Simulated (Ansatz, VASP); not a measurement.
## One calculation of Zr3Cl, two programs

```
Zr Cl
1.0
     4.42064    0.00000    0.00000
     0.00000    4.42064    0.00000
     0.00000    0.00000    4.42064
Zr Cl
3 1
Direct
  0.00000 0.50000 0.50000
  0.50000 0.00000 0.50000
  0.50000 0.50000 0.00000
  0.00000 0.00000 0.00000
```

Alike in both runs: functional PBE; k mesh 10 × 10 × 10; occupations gaussian, width 0.1 eV; no spin polarisation.

Ansatz relaxed the structure, and its values are those at the end. VASP's run is a single point on that final structure, the one shown.

|  | VASP | Ansatz |
| --- | --- | --- |
| version | VASP 6.6.1 | Ansatz 0.2.0 |
| potentials or method | VASP PAW PBE potentials, release 64 (Zr_sv, Cl), cutoff 520 eV | scalar-relativistic, plane waves, PAW |
| valence electrons in the cell | 43 | 43 |

|  | VASP | Ansatz | Ansatz less VASP |
| --- | --- | --- | --- |
| gap on the k mesh at the Fermi level (eV) | none | none | - |
| pressure (GPa) | 0.1 | 0.0 | -0.08 |

A gap of «none» marks a metal or a gap that the smearing closes. With one functional, cell and mesh, what is left measures potentials, basis and numerics.
